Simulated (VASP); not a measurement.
# Sn2Sb (P6/mmm) in VASP: a series of runs

Sn2Sb is run at these levels: PBE; tasks: single point, relaxation of cell and atoms.

Everything below comes from runs of VASP 6.6.1. Logs are shortened: lines on timing, memory, paths and dates and some standing lists are left out, and cuts for length are marked.

**1. The cell of the first run**

The structure is hexagonal, space group P6/mmm (No. 191). Conventional cell: a = 4.300 Å, b = 4.300 Å, c = 4.643 Å, α = 90.00°, β = 90.00°, γ = 120.00°. Sn (site symmetry -6m2) has 3 Sn at 2.48 Å and 6 Sb at 3.40 Å within 3.4 Å. Sb (site symmetry 6/mmm) has 12 Sn at 3.40 Å and 8 Sb at 4.30 to 4.64 Å within 4.7 Å.

**2. Single point, PBE**

File INCAR:

```
PREC = Accurate
ENCUT = 520
EDIFF = 1E-6
ISMEAR = 0
SIGMA = 0.1
LREAL = F
LASPH = T
NELM = 60
ALGO = Fast
ISIF = 2
LWAVE = F
LCHARG = F
GGA = PE
NBANDS = 24
```

File KPOINTS:

```
regular mesh
0
Gamma
  6 6 4
```

File POSCAR:

```
Sn2Sb
1.0
    4.3003182913      0.0000000000      0.0000000000
   -2.1501591456      3.7241848846      0.0000000000
    0.0000000000      0.0000000000      4.6432008128
Sn Sb
2 1
Direct
    0.3333333333      0.6666666667      0.5000000000
    0.6666666667      0.3333333333      0.5000000000
    0.0000000000      0.0000000000      0.0000000000
```

Potentials or basis: VASP PAW PBE potentials, release 64 (Sn_d, Sb).

Started as:

```
$ cat potpaw_PBE.64/Sn_d/POTCAR potpaw_PBE.64/Sb/POTCAR > POTCAR
$ mpirun -np 1 vasp_std > vasp.out
```

OUTCAR:

```text
PREC = Accurate
   ENCUT = 520
   EDIFF = 1E-6
   ISMEAR = 0
   LREAL = F
   LASPH = T
   NELM = 60
   ISIF = 2
   GGA = PE

 ion  position               nearest neighbor table
   1  0.333  0.667  0.500-   2 2.48   2 2.48   2 2.48   3 3.40   3 3.40   3 3.40   3 3.40   3 3.40
                             3 3.40
   2  0.667  0.333  0.500-   1 2.48   1 2.48   1 2.48   3 3.40   3 3.40   3 3.40   3 3.40   3 3.40
                             3 3.40
   3  0.000  0.000  0.000-   1 3.40   2 3.40   1 3.40   2 3.40   1 3.40   1 3.40   2 3.40   2 3.40
                             2 3.40   2 3.40   1 3.40   1 3.40

  LATTYP: Found a hexagonal cell.
 ALAT       =     4.3003182913
 C/A-ratio  =     1.0797342193

  Lattice vectors:

 A1 = (   4.3003182913,   0.0000000000,   0.0000000000)
 A2 = (  -2.1501591456,   3.7241848846,   0.0000000000)
 A3 = (   0.0000000000,   0.0000000000,   4.6432008128)

Analysis of symmetry for initial positions (statically):
=====================================================================
 Subroutine PRICEL returns:
 Original cell was already a primitive cell.

 Routine SETGRP: Setting up the symmetry group for a
 hexagonal supercell.

 Subroutine GETGRP returns: Found 24 space group operations
 (whereof 24 operations were pure point group operations)
 out of a pool of 24 trial point group operations.

The static configuration has the point symmetry D_6h.

Analysis of symmetry for dynamics (positions and initial velocities):
=====================================================================
 Subroutine PRICEL returns:
 Original cell was already a primitive cell.

 Routine SETGRP: Setting up the symmetry group for a
 hexagonal supercell.

 Subroutine GETGRP returns: Found 24 space group operations
 (whereof 24 operations were pure point group operations)
 out of a pool of 24 trial point group operations.

The dynamic configuration has the point symmetry D_6h.

 Subroutine INISYM returns: Found 24 space group operations
 (whereof 24 operations are pure point group operations),
 and found     1 'primitive' translations

----------------------------------------------------------------------------------------

                                     Primitive cell

  volume of cell :      74.3617

  direct lattice vectors                    reciprocal lattice vectors
     4.300318291  0.000000000  0.000000000     0.232540927  0.134257567  0.000000000
    -2.150159146  3.724184885  0.000000000     0.000000000  0.268515133  0.000000000
     0.000000000  0.000000000  4.643200813     0.000000000  0.000000000  0.215368674
[... 83 lines left out ...]
   LREAL  =      F    real-space projection
   EDIFFG = 0.1E-04   stopping-criterion for IOM
   NSW    =      0    number of steps for IOM
   IBRION =     -1    ionic relax: 0-MD 1-quasi-New 2-CG
   NFREE  =      0    steps in history (QN), initial steepest desc. (CG)
   ISIF   =      2    stress and relaxation
   ISYM   =      2    0-nonsym 1-usesym 2-fastsym
   POTIM  = 0.5000    time-step for ionic-motion
   TEBEG  =    0.0;   TEEND  =   0.0 temperature during run
   PSTRESS=    0.0 pullay stress
   NELECT =      33.0000    total number of electrons
   NUPDOWN=      -1.0000    fix difference up-down
   EMIN   =  10.00;   EMAX   =-10.00  energy-range for DOS
   EFERMI =   0.00;   METHOD = LEGACY
   ISMEAR =     0;   SIGMA  =   0.10  broadening in eV -4-tet -1-fermi 0-gaus
   EFERMI_NEDOS =   21; number of points for ismear=-14 and -15
   IALGO  =     68    algorithm
   IMIX   =      4    mixing-type and parameters
     AMIX     =   0.40;   BMIX     =  1.00
     AMIX_MAG =   1.60;   BMIX_MAG =  1.00
  volume/ion in A,a.u.               =      24.79       167.27
  Fermi-wavevector in a.u.,A,eV,Ry     =   1.248714  2.359728 21.215389  1.559287
  Thomas-Fermi vector in A             =   2.382788
   LORBIT       =      0    0 simple, 1 ext, 2 COOP (PROOUT), +10 PAW based schemes
   GGA     = PE    functional components
   LHFCALC =     F    Hartree Fock is set to
   AEXX    =    0.0000 exact exchange contribution
   IVDW    =     0    specifies the selected vdW correction
   LEPSILON=     F    determine dielectric tensor
   LRPA    =     F    only Hartree local field effects (RPA)
 non-spin polarized calculation
 RMM-DIIS sequential band-by-band and
 Gauss-broadening in eV      SIGMA  =   0.10
  energy-cutoff  :      520.00
  volume of cell :       74.36
 maximum number of plane-waves:      2028
 NGX is ok and might be reduce to    32
   NGX = 15   NGY = 15   NGZ = 17

 number of electron      32.9999998 magnetization

 Free energy of the ion-electron system (eV)
  ---------------------------------------------------
  ext. energy  EPLUGINS =         0.00000000
  ---------------------------------------------------
  free energy    TOTEN  =        -8.60930046 eV

  energy without entropy =       -8.60356442  energy(sigma->0) =       -8.60643244

 E-fermi :   9.2950     XC(G=0): -10.5843

 val. band max:        9.2344068039   @ k =   0.1667   0.1667   0.0000
 cond. band min:       9.3036027329   @ k =   0.1667   0.0000   0.5000
 fundamental gap:      0.0691959290
 Fermi energy:         9.2950103911

 k-point     1 :       0.0000    0.0000    0.0000
  band No.  band energies     occupation
      1     -13.2464      2.00000
      2     -13.1782      2.00000
      3     -13.1782      2.00000
      4     -13.0192      2.00000
      5     -13.0192      2.00000
      6     -12.7267      2.00000
[... 556 lines left out ...]
     23      17.8955      0.00000
     24      18.7585      0.00000

------------------------ aborting loop because EDIFF is reached ----------------------------------------

  FORCE on cell =-STRESS in cart. coord.  units (eV):
  Direction    XX          YY          ZZ          XY          YZ          ZX
  --------------------------------------------------------------------------------------
  -------------------------------------------------------------------------------------
  Total       15.8243936     15.8243936      2.9250913      0.0000000     -0.0000000     -0.0000000
  in kB      340.9481659    340.9481659     63.0232367      0.0000000     -0.0000000     -0.0000000
  external PRESSURE =     248.3065229 kB  Pullay stress =       0.0000000 kB

 VOLUME and BASIS-vectors are now :
 -----------------------------------------------------------------------------
  energy-cutoff  :      520.00
  volume of cell :       74.36
      direct lattice vectors                 reciprocal lattice vectors
     4.300318291  0.000000000  0.000000000     0.232540927  0.134257567  0.000000000
    -2.150159146  3.724184885  0.000000000     0.000000000  0.268515133  0.000000000
     0.000000000  0.000000000  4.643200813     0.000000000  0.000000000  0.215368674

 POSITION                                       TOTAL-FORCE (eV/Angst)
 -----------------------------------------------------------------------------------
     -0.00000      2.48279      2.32160        -0.000000      0.000000     -0.000000
      2.15016      1.24139      2.32160         0.000000     -0.000000      0.000000
      0.00000      0.00000      0.00000        -0.000000     -0.000000      0.000000
 -----------------------------------------------------------------------------------
    total drift:                               -0.000000      0.000000     -0.000000

  FREE ENERGIE OF THE ION-ELECTRON SYSTEM (eV)
  ---------------------------------------------------
  free  energy   TOTEN  =        -8.6093004647 eV

  energy  without entropy=       -8.6035644164  energy(sigma->0) =       -8.60643244
```

OSZICAR:

```text
N       E                     dE             d eps       ncg     rms          rms(c)
DAV:   1     0.275869292905E+03    0.27587E+03   -0.15468E+04  1024   0.188E+03
DAV:   2     0.218525561283E+02   -0.25402E+03   -0.24674E+03  1040   0.482E+02
DAV:   3    -0.771184140571E+01   -0.29564E+02   -0.28873E+02  1192   0.141E+02
DAV:   4    -0.871098976716E+01   -0.99915E+00   -0.99773E+00  1168   0.293E+01
DAV:   5    -0.874447992895E+01   -0.33490E-01   -0.33489E-01  1488   0.524E+00    0.475E+00
RMM:   6    -0.865150777545E+01    0.92972E-01   -0.36371E-02  1273   0.195E+00    0.278E+00
RMM:   7    -0.860866965816E+01    0.42838E-01   -0.62339E-02  1316   0.233E+00    0.197E-01
RMM:   8    -0.860895839726E+01   -0.28874E-03   -0.13208E-02  1422   0.965E-01    0.618E-02
RMM:   9    -0.860929256483E+01   -0.33417E-03   -0.35137E-03  1601   0.414E-01    0.581E-02
RMM:  10    -0.860929963881E+01   -0.70740E-05   -0.37362E-04  1340   0.205E-01    0.378E-02
RMM:  11    -0.860929700060E+01    0.26382E-05   -0.17073E-04  1433   0.119E-01    0.872E-03
RMM:  12    -0.860930121955E+01   -0.42189E-05   -0.49326E-05  1469   0.492E-02    0.612E-03
RMM:  13    -0.860930046470E+01    0.75485E-06   -0.50910E-06   998   0.188E-02
   1 F= -.86093005E+01 E0= -.86064324E+01  d E =-.573605E-02
```

It took 57 s on 1 thread of Oxide Virtual Turin-like, shared host; peak memory 0.16 GiB.

Results:

| Quantity | Value |
| --- | --- |
| Free energy | -8.6093 eV |
| Pressure | 24.8 GPa |
| Band gap on the k mesh | zero (an odd number of electrons rules out a gap without spin polarisation) |

Caveat: the stress differs along the axes, from 6 to 34 GPa; spin-orbit coupling is left out, which moves the levels of the heavy elements.

**3. Single point, PBE**

This run uses another cell than the first one, of 27.80 Å³/atom.

File INCAR:

```
SYSTEM = Sn2Sb
ALGO     = Normal         ! electronic algorithm
EDIFF    = 1E-6           ! SCF threshold, eV
ENCUT    = 520            ! plane-wave cutoff, eV
GGA      = PE             ! functional
ISIF     = 2              ! what is computed and relaxed
ISMEAR   = 0              ! smearing method
LASPH    = .True.         ! aspherical terms in the spheres
LCHARG   = .False.        ! write CHGCAR
LREAL    = .False.        ! projectors in reciprocal space
LWAVE    = .False.        ! write WAVECAR
NBANDS   = 24             ! bands
NELM     = 100            ! most SCF steps
PREC     = Accurate       ! precision mode
SIGMA    = 0.1            ! smearing width, eV
```

File KPOINTS:

```
k-points
0
Gamma
  6 6 4
  0 0 0
```

File POSCAR:

```
Sn2Sb
1.0
    5.2844057930      0.0000000000      0.0000000000
   -2.6422028965      4.5764296607      0.0000000000
    0.0000000000      0.0000000000      3.4484554319
Sn Sb
2 1
Direct
    0.3333333333      0.6666666667      0.5000000000
    0.6666666667      0.3333333333      0.5000000000
    0.0000000000      0.0000000000      0.0000000000
```

Potentials or basis: VASP PAW PBE potentials, release 64 (Sn_d, Sb).

Started as:

```
$ cat potpaw_PBE.64/Sn_d/POTCAR potpaw_PBE.64/Sb/POTCAR > POTCAR
$ mpirun -np 1 vasp_std > vasp.out
```

It took 38 s on 1 thread of Oxide Virtual Turin-like, shared host; peak memory 0.18 GiB.

Results (log left out):

| Quantity | Value |
| --- | --- |
| Free energy | -11.3712 eV |
| Pressure | 0.0 GPa |
| Band gap on the k mesh | zero (an odd number of electrons rules out a gap without spin polarisation) |

Stress tensor (GPa, compression positive):
```
 0.00  0.00  0.00
 0.00  0.00  0.00
 0.00  0.00 -0.15
```

Levels at points of the mesh, in eV from the Fermi level:
```
           k point  band 15  band 16  band 17  band 18  band 19  band 20
(0.00, 0.00, 0.00)    -2.84    -2.44    -2.44     1.11     4.96     5.65
(0.50, 0.00, 0.00)     0.68     1.00     2.13     2.39     3.29     3.67
(0.00, 0.00, 0.50)    -1.70    -0.80    -0.80    -0.52    -0.52     0.10
(0.50, 0.00, 0.50)    -3.05    -1.87    -1.56    -0.96     3.18     3.31
```

Caveat: the k points lie up to 0.46 Å⁻¹ apart, too coarse for converged energies and pressures of a metal; spin-orbit coupling is left out, which moves the levels of the heavy elements.

**4. Single point, PBE**

This run uses another cell than the first one, of 27.69 Å³/atom.

File INCAR:

```
ALGO = Normal ; EDIFF = 1E-6
ENCUT = 520 ; GGA = PE
ISIF = 2 ; ISMEAR = 0
LASPH = True ; LCHARG = True
LELF = True ; LREAL = False
LVHAR = True ; LWAVE = False
NBANDS = 24 ; NELM = 60
PREC = Accurate ; SIGMA = 0.1
```

File KPOINTS:

```
k-points
0
Gamma
  6 6 6
```

File POSCAR:

```
Sn2Sb
1.0
    5.3238932443      0.0000000000      0.0000000000
   -2.6619466222      4.6106267966      0.0000000000
    0.0000000000      0.0000000000      3.3844341204
Sn Sb
2 1
Direct
    0.3333333333      0.6666666667      0.5000000000
    0.6666666667      0.3333333333      0.5000000000
    0.0000000000      0.0000000000      0.0000000000
```

Started as:

```
$ cat potpaw_PBE.64/Sn_d/POTCAR potpaw_PBE.64/Sb/POTCAR > POTCAR
$ mpirun -np 1 vasp_std > vasp.out
```

Run time: 72 s. Hardware: 1 thread of Oxide Virtual Turin-like, shared host; peak memory 0.19 GiB.

It converged, with:

```
Free energy            : -11.3509 eV
Pressure               : -0.1 GPa
Band gap on the k mesh : zero (an odd number of electrons rules out a gap without spin polarisation)
```

Stress tensor (GPa, compression positive):
```
-0.22  0.00  0.00
 0.00 -0.22  0.00
 0.00  0.00  0.07
```

Levels at points of the mesh, in eV from the Fermi level:
```
           k point  band 14  band 15  band 16  band 17  band 18  band 19
(0.00, 0.00, 0.00)    -3.12    -3.12    -2.65    -2.65     1.33     5.16
(0.50, 0.00, 0.00)    -4.83     0.36     0.73     1.86     2.53     2.95
(0.00, 0.00, 0.50)    -2.34    -2.05    -0.87    -0.87    -0.69    -0.69
(0.50, 0.00, 0.50)    -4.38    -3.30    -1.93    -1.80    -1.11     2.87
```

Caveat: spin-orbit coupling is left out, which moves the levels of the heavy elements.

(Part 1 of 2 ends here.)

The gap in the log of VASP goes by the Fermi energy; the results here count the filled bands.